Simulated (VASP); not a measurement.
# MgSe in VASP: single point with PBE

Aim: the single point of MgSe with PBE.

Program: VASP 6.6.1. These are calculated values, not measurements. Logs are shortened: lines on timing, memory, paths and dates and some standing lists are left out, and cuts for length are marked.

## 1. The cell of the first run

The cell holds a slab with vacuum, 6 atoms: a = 3.854 Å, b = 3.854 Å, c = 19.868 Å, α = 90.00°, β = 90.00°, γ = 60.00°.

## 2. Single point, PBE

File INCAR:

```
SYSTEM = MgSe
  ALGO = Normal
  DIPOL = 0.5 0.5 0.500
  EDIFF = 1E-6
  ENCUT = 520
  GGA = PE
  GGA_COMPAT = .FALSE.
  IDIPOL = 3
  ISIF = 2
  ISMEAR = -1
  LASPH = .TRUE.
  LCHARG = .FALSE.
  LDIPOL = .TRUE.
  LREAL = .FALSE.
  LWAVE = .FALSE.
  NBANDS = 21
  NELM = 120
  NELMDL = -8
  PREC = Accurate
  SIGMA = 0.1
```

File KPOINTS:

```
k-points
0
G
  4 4 1
  0 0 0
```

File POSCAR:

```
MgSe
1.0
    3.8544390642      0.0000000000      0.0000000000
    1.9272195321      3.3380421470      0.0000000000
    0.0000000000      0.0000000000     19.8678407934
Mg Se
3 3
Direct
    0.0000000000      0.0000000000      0.3019955748
    0.6666666667      0.6666666667      0.4603991150
    0.3333333333      0.3333333333      0.6188026551
    0.3333333333      0.3333333333      0.3811973449
    0.0000000000      0.0000000000      0.5396008850
    0.6666666667      0.6666666667      0.6980044252
```

Potentials or basis: VASP PAW PBE potentials, release 64 (Mg, Se).

Command:

```console
$ cat potpaw_PBE.64/Mg/POTCAR potpaw_PBE.64/Se/POTCAR > POTCAR
$ mpirun -np 1 vasp_std > vasp.out
```

OUTCAR:

```text
SYSTEM = MgSe
   EDIFF = 1E-6
   ENCUT = 520
   GGA = PE
   ISIF = 2
   ISMEAR = -1
   LASPH = .TRUE.
   LREAL = .FALSE.
   NELM = 120
   NELMDL = -8
   PREC = Accurate

 ion  position               nearest neighbor table
   1  0.000  0.000  0.302-   4 2.73   4 2.73   4 2.73
   2  0.667  0.667  0.460-   5 2.73   5 2.73   5 2.73   4 2.73   4 2.73   4 2.73
   3  0.333  0.333  0.619-   5 2.73   6 2.73   6 2.73   5 2.73   5 2.73   6 2.73
   4  0.333  0.333  0.381-   1 2.73   2 2.73   2 2.73   1 2.73   1 2.73   2 2.73
   5  0.000  0.000  0.540-   2 2.73   2 2.73   2 2.73   3 2.73   3 2.73   3 2.73
   6  0.667  0.667  0.698-   3 2.73   3 2.73   3 2.73

  LATTYP: Found a hexagonal cell.
 ALAT       =     3.8544390643
 C/A-ratio  =     5.1545349303

  Lattice vectors:

 A1 = (  -1.9272195321,  -3.3380421470,   0.0000000000)
 A2 = (   3.8544390642,   0.0000000000,   0.0000000000)
 A3 = (   0.0000000000,   0.0000000000,  19.8678407934)

Analysis of symmetry for initial positions (statically):
=====================================================================
 Subroutine PRICEL returns:
 Original cell was already a primitive cell.

 Routine SETGRP: Setting up the symmetry group for a
 hexagonal supercell.

 Subroutine GETGRP returns: Found  6 space group operations
 (whereof  6 operations were pure point group operations)
 out of a pool of 24 trial point group operations.

The static configuration has the point symmetry C_3v.

Analysis of symmetry for dynamics (positions and initial velocities):
=====================================================================
 Subroutine PRICEL returns:
 Original cell was already a primitive cell.

 Routine SETGRP: Setting up the symmetry group for a
 hexagonal supercell.

 Subroutine GETGRP returns: Found  6 space group operations
 (whereof  6 operations were pure point group operations)
 out of a pool of 24 trial point group operations.

The dynamic configuration has the point symmetry C_3v.

 Subroutine INISYM returns: Found  6 space group operations
 (whereof  6 operations are pure point group operations),
 and found     1 'primitive' translations

----------------------------------------------------------------------------------------

                                     Primitive cell

  volume of cell :     255.6252

  direct lattice vectors                    reciprocal lattice vectors
     3.854439064  0.000000000  0.000000000     0.259441123 -0.149788402  0.000000000
     1.927219532  3.338042147  0.000000000     0.000000000  0.299576805  0.000000000
     0.000000000  0.000000000 19.867840793     0.000000000  0.000000000  0.050332596

  length of vectors
     3.854439064  3.854439064 19.867840793     0.299576805  0.299576805  0.050332596

  position of ions in fractional coordinates (direct lattice)
     0.000000000  0.000000000  0.301995575
     0.666666667  0.666666667  0.460399115
     0.333333333  0.333333333  0.618802655
     0.333333333  0.333333333  0.381197345
     0.000000000  0.000000000  0.539600885
     0.666666667  0.666666667  0.698004425

  ion indices of the primitive-cell ions
   primitive index   ion index
                 1           1
                 2           2
                 3           3
                 4           4
                 5           5
                 6           6

----------------------------------------------------------------------------------------

 KPOINTS: k-points

Automatic generation of k-mesh.
 Grid dimensions read from file:
 generate k-points for:    4    4    1

 Generating k-lattice:

  Cartesian coordinates                     Fractional coordinates (reciprocal lattice)
     0.064860281 -0.037447101  0.000000000     0.250000000  0.000000000  0.000000000
     0.000000000  0.074894201  0.000000000     0.000000000  0.250000000  0.000000000
     0.000000000  0.000000000  0.050332596     0.000000000  0.000000000  1.000000000

  Length of vectors
     0.074894201  0.074894201  0.050332596

  Shift w.r.t. Gamma in fractional coordinates (k-lattice)
     0.000000000  0.000000000  0.000000000

 Subroutine IBZKPT returns following result:
 ===========================================

 Found      4 irreducible k-points:

 Following reciprocal coordinates:
            Coordinates               Weight
  0.000000  0.000000  0.000000      1.000000
  0.250000  0.000000  0.000000      6.000000
  0.500000  0.000000  0.000000      3.000000
  0.500000  0.250000  0.000000      6.000000
   k-points           NKPTS =      4   k-points in BZ     NKDIM =      4   number of bands    NBANDS=     21
   number of dos      NEDOS =    301   number of ions     NIONS =      6
   total plane-waves  NPLWV = 135000
   dimension x,y,z NGX =    30 NGY =   30 NGZ =  150
   dimension x,y,z NGXF=    60 NGYF=   60 NGZF=  300
   ions per type =               3   3
   NGX,Y,Z   is equivalent  to a cutoff of  12.94, 12.94, 12.55 a.u.
   NGXF,Y,Z  is equivalent  to a cutoff of  25.88, 25.88, 25.10 a.u.
 SYSTEM =  MgSe
   PREC   = accura    normal or accurate (medium, high low for compatibility)
   ISTART =      0    job   : 0-new  1-cont  2-samecut
   ICHARG =      2    charge: 1-file 2-atom 10-const
   ISPIN  =      1    spin polarized calculation?
   LNONCOLLINEAR =      F non collinear calculations
   LSORBIT =      F    spin-orbit coupling
   LASPH  =      T    aspherical Exc in radial PAW
   ENCUT  =  520.0 eV  38.22 Ry    6.18 a.u.   7.17  7.17 36.94*2*pi/ulx,y,z
   NELM   =    120;   NELMIN=  2; NELMDL= -8     # of ELM steps
   EDIFF  = 0.1E-05   stopping-criterion for ELM
   LREAL  =      F    real-space projection
   EDIFFG = 0.1E-04   stopping-criterion for IOM
   NSW    =      0    number of steps for IOM
   IBRION =     -1    ionic relax: 0-MD 1-quasi-New 2-CG
   NFREE  =      0    steps in history (QN), initial steepest desc. (CG)
   ISIF   =      2    stress and relaxation
   ISYM   =      2    0-nonsym 1-usesym 2-fastsym
   POTIM  = 0.5000    time-step for ionic-motion
   TEBEG  =    0.0;   TEEND  =   0.0 temperature during run
   PSTRESS=    0.0 pullay stress
   NELECT =      24.0000    total number of electrons
   NUPDOWN=      -1.0000    fix difference up-down
   EMIN   =  10.00;   EMAX   =-10.00  energy-range for DOS
   EFERMI =   0.00;   METHOD = LEGACY
   ISMEAR =    -1;   SIGMA  =   0.10  broadening in eV -4-tet -1-fermi 0-gaus
   EFERMI_NEDOS =   21; number of points for ismear=-14 and -15
   IALGO  =     38    algorithm
   IMIX   =      4    mixing-type and parameters
     AMIX     =   0.40;   BMIX     =  1.00
     AMIX_MAG =   1.60;   BMIX_MAG =  1.00
  volume/ion in A,a.u.               =      42.60       287.51
  Fermi-wavevector in a.u.,A,eV,Ry     =   0.744065  1.406078  7.532624  0.553632
  Thomas-Fermi vector in A             =   1.839328
   LORBIT       =      0    0 simple, 1 ext, 2 COOP (PROOUT), +10 PAW based schemes
   GGA     = PE    functional components
   LHFCALC =     F    Hartree Fock is set to
   AEXX    =    0.0000 exact exchange contribution
   IVDW    =     0    specifies the selected vdW correction
   LEPSILON=     F    determine dielectric tensor
   LRPA    =     F    only Hartree local field effects (RPA)
 non-spin polarized calculation
  energy-cutoff  :      520.00
  volume of cell :      255.63
 maximum number of plane-waves:      6895
 NGX is ok and might be reduce to    30
   NGX = 15   NGY = 15   NGZ = 73

 number of electron      24.0000000 magnetization

 dipolmoment           0.000000      0.000000      0.181097 electrons x Angstroem

 Free energy of the ion-electron system (eV)
  ---------------------------------------------------
  ext. energy  EPLUGINS =         0.00000000
  ---------------------------------------------------
  free energy    TOTEN  =       -19.32896495 eV

  energy without entropy =      -19.22679415  energy(sigma->0) =      -19.27787955

 E-fermi :  -0.8437     XC(G=0):  -5.5246

 val. band max:       -1.0399820455   @ k =   0.2500   0.0000   0.0000
 cond. band min:      -0.7559456106   @ k =   0.2500   0.0000   0.0000
 fundamental gap:      0.2840364349
 Fermi energy:        -0.8437362055

 k-point     1 :       0.0000    0.0000    0.0000
  band No.  band energies     occupation
      1     -14.8875      2.00000
      2     -13.7998      2.00000
      3     -12.5419      2.00000
      4      -6.3673      2.00000
      5      -4.4258      2.00000
      6      -2.7139      2.00000
[... 13 lines left out ...]
     20       4.9790      0.00000
     21       5.6751      0.00000

 k-point     2 :       0.2500    0.0000    0.0000
  band No.  band energies     occupation
      1     -14.5186      2.00000
      2     -13.4599      2.00000
      3     -12.2767      2.00000
      4      -5.8092      2.00000
      5      -5.2879      2.00000
      6      -4.2070      2.00000
[... 13 lines left out ...]
     20       4.9927      0.00000
     21       5.3679      0.00000

 k-point     3 :       0.5000    0.0000    0.0000
  band No.  band energies     occupation
      1     -14.0661      2.00000
      2     -13.0538      2.00000
      3     -11.9820      2.00000
      4      -6.7406      2.00000
      5      -5.7763      2.00000
      6      -4.5939      2.00000
[... 13 lines left out ...]
     20       5.1252      0.00000
     21       5.2856      0.00000

 k-point     4 :       0.5000    0.2500    0.0000
  band No.  band energies     occupation
      1     -14.0766      2.00000
      2     -13.0589      2.00000
      3     -11.9811      2.00000
      4      -6.1721      2.00000
      5      -5.4648      2.00000
      6      -4.9164      2.00000
[... 13 lines left out ...]
     20       5.1128      0.00000
     21       5.3138      0.00000

------------------------ aborting loop because EDIFF is reached ----------------------------------------

 vacuum level on the upper side and lower side of the slab       (xc-potential included)         0.861        -1.690

  FORCE on cell =-STRESS in cart. coord.  units (eV):
  Direction    XX          YY          ZZ          XY          YZ          ZX
  --------------------------------------------------------------------------------------
  -------------------------------------------------------------------------------------
  Total       -0.7253775     -0.7253775      1.3208077     -0.0000000      0.0000000      0.0000000
  in kB       -4.5464352     -4.5464352      8.2784017     -0.0000000      0.0000000      0.0000000
  external PRESSURE =      -0.2714896 kB  Pullay stress =       0.0000000 kB

 VOLUME and BASIS-vectors are now :
 -----------------------------------------------------------------------------
  energy-cutoff  :      520.00
  volume of cell :      255.63
      direct lattice vectors                 reciprocal lattice vectors
     3.854439064  0.000000000  0.000000000     0.259441123 -0.149788402  0.000000000
     1.927219532  3.338042147  0.000000000     0.000000000  0.299576805  0.000000000
     0.000000000  0.000000000 19.867840793     0.000000000  0.000000000  0.050332596

 POSITION                                       TOTAL-FORCE (eV/Angst)
 -----------------------------------------------------------------------------------
      0.00000      0.00000      6.00000         0.000000      0.000000      0.189666
      3.85444      2.22536      9.14714         0.000000      0.000000      0.807720
      1.92722      1.11268     12.29427         0.000000      0.000000      0.541805
      1.92722      1.11268      7.57357        -0.000000     -0.000000     -0.752810
      0.00000      0.00000     10.72070         0.000000      0.000000     -0.864929
      3.85444      2.22536     13.86784         0.000000      0.000000      0.078549
 -----------------------------------------------------------------------------------
    total drift:                                0.000000      0.000000      0.000316

  FREE ENERGIE OF THE ION-ELECTRON SYSTEM (eV)
  ---------------------------------------------------
  free  energy   TOTEN  =       -19.3289649487 eV

  energy  without entropy=      -19.2267941477  energy(sigma->0) =      -19.27787955

 vacuum level on the upper side and lower side of the slab         5.523         2.884
```

Wall time 32 s (1 thread of AMD EPYC 9R45 (Zen 5), shared host); peak memory 0.31 GiB.

What came out:

```yaml
Free_energy: -19.3290 eV
Largest_force: 0.865 eV/Å
Band_gap_on_the_k_mesh: zero (band 12 reaches -0.37 eV, above the bottom of band 13 at -0.76 eV)
```

Forces in eV/Å, atoms in the order of the input:
```
Mg   0.000  0.000  0.190
Mg   0.000  0.000  0.808
Mg   0.000  0.000  0.542
Se   0.000  0.000 -0.753
Se   0.000  0.000 -0.865
Se   0.000  0.000  0.079
```

Caveat: the k points lie up to 0.47 Å⁻¹ apart.
